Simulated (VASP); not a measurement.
# Sc12F (a cell with a defect) in VASP: a series of runs, part 2 of 3

VASP 6.6.1. Earlier steps stand in the parts before.

### 3 Single point, PBE

Input file INCAR:

```
SYSTEM = Sc12F
PREC = Accurate
ENCUT = 520
EDIFF = 1E-6
ISMEAR = 0
SIGMA = 0.05
LREAL = .False.
LASPH = .True.
NELM = 80
ALGO = Normal
ISIF = 2
LWAVE = .False.
LCHARG = .False.
GGA = PE
NBANDS = 82
```

Input file KPOINTS:

```
regular mesh
0
Gamma
  3 2 3
  0 0 0
```

Input file POSCAR:

```
Sc12F
1.0
    6.6200000000      0.0000000000      0.0000000000
   -4.9650000000      8.5996320000      0.0000000000
    0.0000000000      0.0000000000      5.2761400000
Sc F
12 1
Direct
   -0.0185503714     -0.0065003944     -0.0039695687
    0.1604562325      0.2324721569      0.5069979189
   -0.0016560999      0.3325908597      0.0016208819
    0.1645113148      0.5550094469      0.4976932000
    0.0011268555      0.6699473884     -0.0022069164
    0.1552608891      0.8737252943      0.5047987733
    0.5067891533     -0.0096098298     -0.0046731133
    0.6857787466      0.2302540388      0.5059594704
    0.5157427410      0.3536283878     -0.0047764085
    0.6704401721      0.5601802496      0.4979831847
    0.5031447812      0.6681819641     -0.0055631579
    0.6626263091      0.8842999328      0.5002228902
    0.3301291807      0.1093444464      0.4147336879
```

Potentials or basis: VASP PAW PBE potentials, release 64 (Sc_sv, F).

Started as:

```sh
$ cat potpaw_PBE.64/Sc_sv/POTCAR potpaw_PBE.64/F/POTCAR > POTCAR
$ mpirun -np 1 vasp_std > vasp.out
```

OUTCAR:

```text
SYSTEM = Sc12F
   PREC = Accurate
   ENCUT = 520
   EDIFF = 1E-6
   ISMEAR = 0
   LREAL = .False.
   LASPH = .True.
   NELM = 80
   ISIF = 2
   GGA = PE

 ion  position               nearest neighbor table
   1  0.981  0.993  0.996-   7 3.13  12 3.19  11 3.20  12 3.23   5 3.28   6 3.29   2 3.30   3 3.31
                             6 3.36   2 3.39
   2  0.160  0.232  0.507-  13 2.09   8 3.13   3 3.17   4 3.19   3 3.21   9 3.28   1 3.30  10 3.32
                            12 3.38   9 3.38   1 3.39
   3  0.998  0.333  0.002-   2 3.17   8 3.17   8 3.21   2 3.21   4 3.24   4 3.28   9 3.30   1 3.31
                             9 3.33   7 3.33  11 3.34   5 3.34
   4  0.165  0.555  0.498-   2 3.19   6 3.20   8 3.20   3 3.24  11 3.26   5 3.27   5 3.27   3 3.28
                            12 3.28  11 3.29  10 3.30  10 3.32
   5  0.001  0.670  0.998-   6 3.14   9 3.18   6 3.20  10 3.25  10 3.25   4 3.27   4 3.27   7 3.27
                             1 3.28  11 3.29  11 3.33   3 3.34
   6  0.155  0.874  0.505-  13 2.08   5 3.14  10 3.16   4 3.20   5 3.20   7 3.28   1 3.29  12 3.31
                            12 3.32   7 3.36   1 3.36
   7  0.507  0.990  0.995-   1 3.13  12 3.18  11 3.19  12 3.22   5 3.27   6 3.28   8 3.30   3 3.33
                             6 3.36   8 3.39
   8  0.686  0.230  0.506-  13 2.10   2 3.13   3 3.17   4 3.20   3 3.21   9 3.29   7 3.30  10 3.33
                            12 3.36   9 3.38   7 3.39
   9  0.516  0.354  0.995-  11 3.17  10 3.17   5 3.18  10 3.19   2 3.28   8 3.29   3 3.30   3 3.33
                             8 3.38   2 3.38
  10  0.670  0.560  0.498-   6 3.16   9 3.17   9 3.19  11 3.23  12 3.24   5 3.25   5 3.25  11 3.26
                             4 3.30   2 3.32   4 3.32   8 3.33
  11  0.503  0.668  0.994-   9 3.17   7 3.19   1 3.20  12 3.20  10 3.23  12 3.25  10 3.26   4 3.26
                             5 3.29   4 3.29   5 3.33   3 3.34
  12  0.663  0.884  0.500-   7 3.18   1 3.19  11 3.20   7 3.22   1 3.23  10 3.24  11 3.25   4 3.28
                             6 3.31   6 3.32   8 3.36   2 3.38
  13  0.330  0.109  0.415-   6 2.08   2 2.09   8 2.10

  LATTYP: Found a simple monoclinic cell.
 ALAT       =     6.6200000000
 B/A-ratio  =     0.7970000000
 C/A-ratio  =     1.3228756170
 COS(beta)  =    -0.1889822420
[... 197 lines left out ...]

 number of electron     138.9999998 magnetization

 Free energy of the ion-electron system (eV)
  ---------------------------------------------------
  ext. energy  EPLUGINS =         0.00000000
  ---------------------------------------------------
  free energy    TOTEN  =       -80.67420223 eV

  energy without entropy =      -80.64693036  energy(sigma->0) =      -80.66056629

 E-fermi :   3.8253     XC(G=0):  -9.9329

 val. band max:        3.8227470849   @ k =   0.0000   0.0000   0.0000
 cond. band min:       3.8294239657   @ k =   0.3333   0.0000   0.3333
 fundamental gap:      0.0066768808
 Fermi energy:         3.8252733758

 k-point     1 :       0.0000    0.0000    0.0000
  band No.  band energies     occupation
      1     -45.7205      2.00000
      2     -45.6952      2.00000
      3     -45.6891      2.00000
      4     -45.6636      2.00000
      5     -45.6565      2.00000
      6     -45.6446      2.00000
[... 829 lines left out ...]
     80       4.8185      0.00000
     81       4.9029      0.00000
 [bands above 81 left out]

------------------------ aborting loop because EDIFF is reached ----------------------------------------

  FORCE on cell =-STRESS in cart. coord.  units (eV):
  Direction    XX          YY          ZZ          XY          YZ          ZX
  --------------------------------------------------------------------------------------
  -------------------------------------------------------------------------------------
  Total        3.3454301      3.9672244      1.1521124     -0.0458531     -0.1459498     -0.0794884
  in kB       17.8446639     21.1613410      6.1454158     -0.2445823     -0.7785021     -0.4239946
  external PRESSURE =      15.0504736 kB  Pullay stress =       0.0000000 kB

 VOLUME and BASIS-vectors are now :
 -----------------------------------------------------------------------------
  energy-cutoff  :      520.00
  volume of cell :      300.37
      direct lattice vectors                 reciprocal lattice vectors
     6.620000000  0.000000000  0.000000000     0.151057402  0.087213034  0.000000000
    -4.965000000  8.599632000  0.000000000     0.000000000  0.116284046  0.000000000
     0.000000000  0.000000000  5.276140000     0.000000000  0.000000000  0.189532499

 POSITION                                       TOTAL-FORCE (eV/Angst)
 -----------------------------------------------------------------------------------
      1.56447      8.54373      5.25520         0.033665      0.028742      0.040032
     -0.09200      1.99917      2.67499        -0.005608     -0.008165      0.181351
      4.95772      2.86016      0.00855         0.002391      0.006424      0.104736
     -1.66656      4.77288      2.62590        -0.001501     -0.008042      0.058398
     -3.31883      5.76130      5.26450         0.003211     -0.014498      0.062074
     -3.31022      7.51372      2.66339         0.008383      0.010619      0.158694
     -1.56234      8.51699      5.25148        -0.024032      0.036325      0.029457
      3.39664      1.98010      2.66951         0.005857     -0.022534      0.166098
      1.65845      3.04107      5.25094        -0.002944     -0.059837      0.026177
      1.65702      4.81734      2.62743         0.003071     -0.001373      0.061425
      0.01329      5.74612      5.24679        -0.008546     -0.000329      0.019033
     -0.00396      7.60465      2.63925        -0.001791      0.020618      0.090154
      1.64256      0.94032      2.18819        -0.012157      0.012051     -0.997628
 -----------------------------------------------------------------------------------
    total drift:                               -0.000201      0.001116      0.000998

  FREE ENERGIE OF THE ION-ELECTRON SYSTEM (eV)
  ---------------------------------------------------
  free  energy   TOTEN  =       -80.6742022261 eV

  energy  without entropy=      -80.6469303558  energy(sigma->0) =      -80.66056629
```

stdout:

```text
POSCAR found type information on POSCAR ScF
 POSCAR found :  2 types and      13 ions
 scaLAPACK will be used
 LDA part: xc-table for (Slater+PW92), standard interpolation
 -----------------------------------------------------------------------------
|                                                                             |
|           W    W    AA    RRRRR   N    N  II  N    N   GGGG   !!!           |
|           W    W   A  A   R    R  NN   N  II  NN   N  G    G  !!!           |
|           W    W  A    A  R    R  N N  N  II  N N  N  G       !!!           |
|           W WW W  AAAAAA  RRRRR   N  N N  II  N  N N  G  GGG   !            |
|           WW  WW  A    A  R   R   N   NN  II  N   NN  G    G                |
|           W    W  A    A  R    R  N    N  II  N    N   GGGG   !!!           |
|                                                                             |
|     Your reciprocal lattice and k-lattice belong to different lattice       |
|     classes:                                                                |
|                                                                             |
|        The reciprocal lattice is simple monoclinic,                         |
|        whereas your k-lattice is hexagonal.                                 |
|                                                                             |
|     Results are often still useful ...                                      |
|                                                                             |
 -----------------------------------------------------------------------------

 POSCAR, INCAR and KPOINTS ok, starting setup
 FFT: planning ... GRIDC
 FFT: planning ... GRID_SOFT
 FFT: planning ... GRID
 WAVECAR not read
 entering main loop
```

Run time: 8.1 min. Hardware: 1 thread of Intel Xeon Platinum 8259CL at 2.50GHz (Skylake/Cascade Lake), shared host; peak memory 0.48 GiB.

Results:

| Item | Value |
| --- | --- |
| Free energy | -80.6742 eV |
| Pressure | 1.5 GPa |
| Largest force | 0.998 eV/Å |
| Band gap on the k mesh | zero (an odd number of electrons rules out a gap without spin polarisation) |

Forces in eV/Å, atoms in the order of the input:
```
Sc   0.034  0.029  0.040
Sc  -0.006 -0.008  0.181
Sc   0.002  0.006  0.105
Sc  -0.002 -0.008  0.058
Sc   0.003 -0.014  0.062
Sc   0.008  0.011  0.159
Sc  -0.024  0.036  0.029
Sc   0.006 -0.023  0.166
Sc  -0.003 -0.060  0.026
Sc   0.003 -0.001  0.061
Sc  -0.009  0.000  0.019
Sc  -0.002  0.021  0.090
F   -0.012  0.012 -0.998
```

Caveat: the k points lie up to 0.40 Å⁻¹ apart, too coarse for converged energies and pressures of a metal; an odd number of electrons without spin polarisation forces a metal; a magnetic or distorted state may lie lower.

(Part 2 of 3 ends here.)
